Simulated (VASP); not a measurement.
Se, 3 atoms in the cell. The structure is trigonal, space group P3_121 (No. 152). The conventional cell has a = 4.366 Å, b = 4.366 Å, c = 5.003 Å, α = 90.00°, β = 90.00°, γ = 120.00°. Se (site symmetry 2) has 2 Se at 2.38 Å within 3.2 Å.  This cell differs from its parent crystal: zz strain of +1 %.

| Property | Result |
| --- | --- |
| Program | VASP 6.6.1 |
| Task | electric field gradients |
| Functional | PBE |
| Potentials or basis | VASP PAW PBE potentials, release 64 (Se) |
| Cutoff | 520 eV |
| k mesh | 6 × 6 × 5 |
| Occupations | fermi-dirac, width 0.03 eV |
| Spin | no spin polarisation |
| Dipole correction | no |
| Further INCAR settings | ALGO = Normal; EDIFF = 1e-08; NBANDS = 16 |

Potentials or basis: VASP PAW PBE potentials, release 64 (Se).

The run is started by

```sh
$ cat potpaw_PBE.64/Se/POTCAR > POTCAR
$ mpirun -np 1 vasp_std > vasp.out
```

Hardware: 1 thread of AMD EPYC 7R13 Processor (Zen 3), with other jobs on the host.

Q: Estimate the wall time of this run.

A: Wall time 62 s on 1 thread of AMD EPYC 7R13 Processor (Zen 3) (shared host), peak memory 0.16 GiB. Counts: scf iterations 14, k points 27.
